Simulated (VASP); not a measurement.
The system is Ti3Al.

```
Ti Al
1.0
     2.88798    0.00000    0.00000
    -1.44399    2.50106    0.00000
     0.00000    0.00000    9.10167
Ti Al
3 1
Cartesian
  0.0000 1.6674 2.2700
  0.0000 1.6674 6.8317
  1.4440 0.8337 0.0000
  1.4440 0.8337 4.5508
```

This cell differs from its parent crystal: volume scaled by 0.96.

Program: VASP 6.6.1. Alike in all runs: task single point; no spin polarisation; cell as given; k mesh 10 × 10 × 3; cutoff (eV) 520; smearing fermi-dirac 0.05 eV.

**Question.** Order these runs on this cell by their pressure, lowest first.
A. level PBEsol; potentials or basis VASP PAW PBE potentials, release 64 (Ti_sv, Al)
B. level r2SCAN; potentials or basis VASP PAW PBE potentials, release 64 (Ti_sv, Al)
C. level LDA; potentials or basis VASP PAW LDA potentials, release 64 (Ti_sv, Al)

**Answer.** C (-2.8 GPa), A (1.0 GPa), B (4.5 GPa).

Caveats: the PAW data sets were made with another functional, which shifts forces and pressure a little (some runs).
